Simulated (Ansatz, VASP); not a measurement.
Sn3Se: VASP beside Ansatz

The input INCAR:

```
SYSTEM = Sn3Se
  PREC = Accurate
  ENCUT = 520
  EDIFF = 1E-7
  ISMEAR = -1
  SIGMA = 0.05
  LREAL = .FALSE.
  LASPH = .TRUE.
  NELM = 80
  ALGO = Normal
  ISIF = 2
  LWAVE = .FALSE.
  LCHARG = .FALSE.
  GGA = PE
  NBANDS = 32
```

The input KPOINTS:

```
regular mesh
0
G
  6 6 6
  0 0 0
```

File POSCAR:

```
Sn3Se
1.0
    0.0000000000      3.7331380000      3.7331380000
    3.7331380000      0.0000000000      3.7331380000
    3.7331380000      3.7331380000      0.0000000000
Sn Se
3 1
Direct
    0.5000000000      0.5000000000      0.5000000000
    0.7500000000      0.7500000000      0.7500000000
    0.2500000000      0.2500000000      0.2500000000
    0.0000000000      0.0000000000      0.0000000000
```

The input input.yaml:

```yaml
crystal:
  lattice:
    - [0.0, 3.733138, 3.733138]
    - [3.733138, 0.0, 3.733138]
    - [3.733138, 3.733138, 0.0]
  atoms:
    - { symbol: Sn, position: [0.5, 0.5, 0.5] }
    - { symbol: Sn, position: [0.75, 0.75, 0.75] }
    - { symbol: Sn, position: [0.25, 0.25, 0.25] }
    - { symbol: Se, position: [0.0, 0.0, 0.0] }
hamiltonian:
  xc: pbe
  pseudopotentials: { kind: paw }
kpoints:
  mp_grid: { grid: [6, 6, 6] }
scf:
  occupations: { method: fermi_dirac, width: 0.05 }
output:
  forces: true
  stress: true
  eigenvalues: true
```

Alike in both runs: task single point; functional PBE; k mesh 6 × 6 × 6; occupations fermi-dirac, width 0.05 eV; no spin polarisation.

```csv
,VASP,Ansatz
version,VASP 6.6.1,Ansatz 0.2.0
potentials or method,"VASP PAW PBE potentials, release 64 (Sn_d, Se)",Ansatz PAW
plane-wave cutoff (eV),520,420
valence electrons in the cell,48,58
```

```csv
,VASP,Ansatz,Ansatz less VASP
gap on the k mesh at the Fermi level (eV),none,none,-
pressure (GPa),-0.2,-0.2,+0.03
```

A gap of «none» marks a metal or a gap that the smearing closes. With one functional, cell and mesh, what is left measures potentials, basis and numerics. VASP's potentials hold 48 valence electrons a cell and Ansatz's 58, so a difference there can come from the potentials and not from the codes.
